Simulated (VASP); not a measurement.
Input of a VASP 6.6.1 run:

The input INCAR:

```
SYSTEM = Sr
PREC = Accurate
ENCUT = 600
EDIFF = 1E-7
ISMEAR = -1
SIGMA = 0.1
LREAL = .FALSE.
LASPH = .TRUE.
NELM = 100
ALGO = Normal
ISIF = 3
LWAVE = .FALSE.
LCHARG = .FALSE.
GGA = PE
IBRION = 2
NSW = 32
EDIFFG = -0.005
PSTRESS = 120.0
```

The input KPOINTS:

```
regular mesh
0
G
  7 7 9
  0 0 0
```

POSCAR

```
Sr
1.0
    5.8362767315      0.0000000000      0.0000000000
   -2.9181383657      5.0543639130      0.0000000000
    0.0000000000      0.0000000000      3.4150607250
Sr
3
Direct
    0.0000000000      0.0000000000      0.0000000000
    0.3333333333      0.6666666667      0.5000000000
    0.6666666667      0.3333333333      0.5000000000
```

Potentials or basis: VASP PAW PBE potentials, release 64 (Sr_sv).

Run with:

```sh
$ cat potpaw_PBE.64/Sr_sv/POTCAR > POTCAR
$ mpirun -np 1 vasp_std > vasp.out
```

**Question.** Predict the band gap on the k mesh.

**Answer.** Zero (bands 15 and 16 overlap by 0.87 eV).

**Question.** Predict the relaxed volume.

**Answer.** 33.66 Å³/atom.

Final structure:
```yaml
crystal:
  lattice:
    - [5.84109, 0.00000, 0.00000]
    - [-2.92055, 5.05853, 0.00000]
    - [0.00000, 0.00000, 3.41802]
  atoms:
    - { symbol: Sr, position: [0.00000, 0.00000, 0.00000] }
    - { symbol: Sr, position: [0.33333, 0.66667, 0.50000] }
    - { symbol: Sr, position: [0.66667, 0.33333, 0.50000] }
```

Caveat: the cell is relaxed towards a set pressure, so the run minimises the enthalpy, not the energy.
